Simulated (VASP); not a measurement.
## In3As: single point with PBE

Crystal: In3As.

```
CELL_PARAMETERS angstrom
4.73316 0.00000 0.00000
0.00000 4.73316 0.00000
0.00000 0.00000 4.73316
ATOMIC_POSITIONS crystal
In 0.50000 0.50000 0.00000
In 0.50000 0.00000 0.50000
In 0.00000 0.50000 0.50000
As 0.00000 0.00000 0.00000
```

* Program: VASP 6.6.1
* Task: single point
* Functional: PBE
* Potentials or basis: VASP PAW PBE potentials, release 64 (In_d, As)
* Cutoff: 520 eV
* k mesh: 6 × 6 × 6
* Occupations: fermi-dirac, width 0.05 eV
* Spin: no spin polarisation
* Dipole correction: no
* Further INCAR settings: ALGO = Fast; EDIFF = 1e-06; NBANDS = 30

```json
{"Pressure": "-0.9 GPa", "Band gap on the k mesh": "zero (bands 22 and 23 overlap by 3.61 eV)"}
```

Levels at points of the mesh, in eV from the Fermi level:
```
           k point  band 20  band 21  band 22  band 23  band 24  band 25
(0.00, 0.00, 0.00)    -2.67    -1.92    -1.92     2.07     2.07     2.07
(0.50, 0.00, 0.00)    -1.46    -1.30     0.05     0.05     0.07     1.56
(0.50, 0.50, 0.00)    -0.68    -0.31     0.40     0.40     1.69     1.99
(0.50, 0.50, 0.50)    -3.71    -3.71    -3.71    -3.17     4.56     4.56
```

Run time: 75 s on 1 thread of Intel(R) Xeon(R) Platinum 8259CL CPU @ 2.50GHz (Skylake/Cascade Lake) (shared host), peak memory 0.23 GiB.

Caveat: spin-orbit coupling is left out, which moves the levels of the heavy elements.
